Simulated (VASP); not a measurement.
Crystal: MgH2.

```
CELL_PARAMETERS angstrom
0.00000 2.37457 2.37457
2.37457 0.00000 2.37457
2.37457 2.37457 0.00000
ATOMIC_POSITIONS crystal
Mg 0.00000 0.00000 0.00000
H 0.25000 0.25000 0.25000
H 0.75000 0.75000 0.75000
```

```yaml
Program: VASP 6.6.1
Task: relaxation of cell and atoms
Functional: PBE
Dispersion: D3(BJ)
Potentials_or_basis: VASP PAW PBE potentials, release 64 (Mg, H)
Cutoff: 600 eV
k_mesh: 12 × 12 × 12
Occupations: gaussian, width 0.1 eV
Spin: no spin polarisation
```

At the start: pressure -2.8 GPa; volume 8.93 Å³/atom.

Q: Where does the relaxation end?

A: Over 3 steps the energy falls by 3.7 meV/atom and the volume is 8.53 Å³/atom (-4.5 %); space group Fm-3m (No. 225, to 0.1 Å) before and after.

Step by step:
```csv
step,energy change (eV),largest force (eV/Å),pressure (GPa),volume (Å³)
1,0.0000,0.0000,-2.79,26.78
2,-0.0081,0.0000,-1.52,26.18
3,-0.0112,0.0000,-0.12,25.58
```

Final structure:
```
Mg H
1.0
     0.00000    2.33872    2.33872
     2.33872    0.00000    2.33872
     2.33872    2.33872    0.00000
Mg H
1 2
Direct
  0.00000 0.00000 0.00000
  0.25000 0.25000 0.25000
  0.75000 0.75000 0.75000
```
